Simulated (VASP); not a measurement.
## WSe: single point with PBE+U

The system is WSe.

```
CELL_PARAMETERS angstrom
0.00000 3.12339 3.12339
3.12339 0.00000 3.12339
3.12339 3.12339 0.00000
ATOMIC_POSITIONS crystal
W 0.00000 0.00000 0.00000
Se 0.25000 0.25000 0.25000
```

```json
{
  "Program": "VASP 6.6.1",
  "Task": "single point",
  "Functional": "PBE",
  "Potentials or basis": "VASP PAW PBE potentials, release 64 (W_sv, Se)",
  "Cutoff": "520 eV",
  "k mesh": "12 × 12 × 12",
  "Occupations": "gaussian, width 0.1 eV",
  "Spin": "collinear spin",
  "Starting moments": "[1.0, 0.0] μB",
  "Hubbard terms": "W d U = 6.2 eV"
}
```

* Pressure: -1.7 GPa
* Band gap on the k mesh: zero (filled and empty bands overlap)
* Net moment: 4.00 μB per cell
* Site moments: W +3.24; Se -0.20 μB
* Valence electrons inside the program's atomic spheres: W 11.78; Se 3.84

Levels at points of the mesh, in eV from the Fermi level:
Spin up:
| k point | band 9 | band 10 | band 11 | band 12 | band 13 | band 14 | band 15 | band 16 |
| --- | --- | --- | --- | --- | --- | --- | --- | --- |
| (0.00, 0.00, 0.00) | -2.68 | -2.68 | -1.33 | 2.01 | 2.01 | 2.01 | 5.15 | 5.15 |
| (0.50, 0.00, 0.00) | -2.34 | -2.34 | -1.63 | 0.43 | 0.43 | 1.22 | 5.59 | 6.37 |
| (0.50, 0.50, 0.00) | -2.44 | -2.31 | -2.27 | -0.81 | -0.81 | 3.31 | 3.95 | 7.08 |
Spin down:
| k point | band 4 | band 5 | band 6 | band 7 | band 8 | band 9 | band 10 | band 11 | band 12 | band 13 |
| --- | --- | --- | --- | --- | --- | --- | --- | --- | --- | --- |
| (0.00, 0.00, 0.00) | -37.25 | -14.25 | -3.60 | -3.60 | -3.60 | 0.15 | 2.97 | 2.97 | 5.42 | 5.42 |
| (0.50, 0.00, 0.00) | -37.25 | -13.87 | -5.14 | -3.52 | -3.52 | 1.88 | 3.05 | 3.05 | 3.31 | 4.06 |
| (0.50, 0.50, 0.00) | -37.25 | -13.74 | -5.24 | -3.57 | -3.57 | 0.81 | 1.69 | 3.74 | 3.74 | 4.10 |

Eigenvalues of the final occupation matrices:
| site | spin | trace | eigenvalues |
| --- | --- | --- | --- |
| site 1 d | 1 | 3.28 | 0.59 0.59 0.59 0.75 0.75 |
| site 1 d | 2 | 0.16 | 0.01 0.01 0.04 0.04 0.04 |

It took 2.9 min on 1 thread of AMD EPYC 9R45 96-Core Processor (Zen 5), with other jobs on the host, peak memory 0.3 GiB.

Caveat: spin-orbit coupling is left out, which moves the levels of the heavy elements.
